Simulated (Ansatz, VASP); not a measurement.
**One calculation of Au, two programs**

File POSCAR:

```
Au
1.0
    1.5574436919      0.8991905347      7.5270276373
   -1.5574436919      0.8991905347      7.5270276373
    0.0000000000     -1.7983810696      7.5270276373
Au
3
Direct
    0.0000000000      0.0000000000      0.0000000000
    0.2222200000      0.2222200000      0.2222200000
    0.7777800000      0.7777800000      0.7777800000
```

File INCAR.step1:

```
SYSTEM = Au
PREC = Accurate
ENCUT = 600
ISMEAR = 0
SIGMA = 0.1
LREAL = .False.
LASPH = .True.
NELM = 100
GGA = PE
ALGO = Normal
EDIFF = 1E-4
LWAVE = .True.
LCHARG = .False.
```

The input INCAR.step2:

```
SYSTEM = Au
PREC = Accurate
ENCUT = 600
EDIFF = 1E-6
ISMEAR = 0
SIGMA = 0.1
LREAL = .False.
LASPH = .True.
NELM = 100
ALGO = Normal
ISIF = 3
LWAVE = .False.
LCHARG = .False.
METAGGA = R2SCAN
LMIXTAU = .True.
IBRION = 2
NSW = 90
EDIFFG = -0.04
ISTART = 1
```

File KPOINTS:

```
Automatic mesh
0
Gamma
  6 6 6
  0 0 0
```

Input for Ansatz:

```yaml
crystal:
  lattice:
    - [1.5574436919, 0.8991905347, 7.5270276373]
    - [-1.5574436919, 0.8991905347, 7.5270276373]
    - [0.0, -1.7983810696, 7.5270276373]
  atoms:
    - { symbol: Au, position: [0.0, 0.0, 0.0] }
    - { symbol: Au, position: [0.22222, 0.22222, 0.22222] }
    - { symbol: Au, position: [0.77778, 0.77778, 0.77778] }
basis:
  ecutwfc: 500
kpoints:
  mp_grid: { grid: [6, 6, 6] }
hamiltonian:
  xc: r2scan
scf:
  occupations: { method: gaussian, width: 0.1 }
  lower_state_search: "off"
output:
  forces: true
  stress: true
  eigenvalues: true
relax:
  adjacent_minimum: "off"
  f_tol: 0.04
  max_steps: 70
  cell: { stress_tol: 0.4 }
```

Alike in both runs: task relaxation of cell and atoms; functional r2SCAN; k mesh 6 × 6 × 6; occupations gaussian, width 0.1 eV; no spin polarisation.

```csv
,VASP,Ansatz
version,VASP 6.6.1,Ansatz 0.2.0
potentials or method,"VASP PAW PBE potentials, release 64 (Au), cutoff 600 eV","scalar-relativistic, plane waves, PAW"
valence electrons in the cell,33,57
```

Ansatz gave:

- gap on the k mesh at the Fermi level, each at its own relaxed structure (eV): none
- relaxed volume (Å³/atom): 17.69
- relaxed cell length with the largest relative difference (Å): 7.142

Task: Which values does VASP return?

Result: gap on the k mesh at the Fermi level, each at its own relaxed structure (eV): none; relaxed volume (Å³/atom): 17.74; relaxed cell length with the largest relative difference (Å): 7.289.

VASP's potentials were made for PBE, not for r2SCAN. A gap of «none» marks a metal or a gap that the smearing closes. VASP's potentials hold 33 valence electrons a cell and Ansatz's 57, so a difference there can come from the potentials and not from the codes.

The k mesh is coarse, so the values compare programs but aren't converged. Spin-orbit coupling is off throughout. Noted on VASP's run: the volume moved by over 15 % at a fixed basis, so the end points are rough.
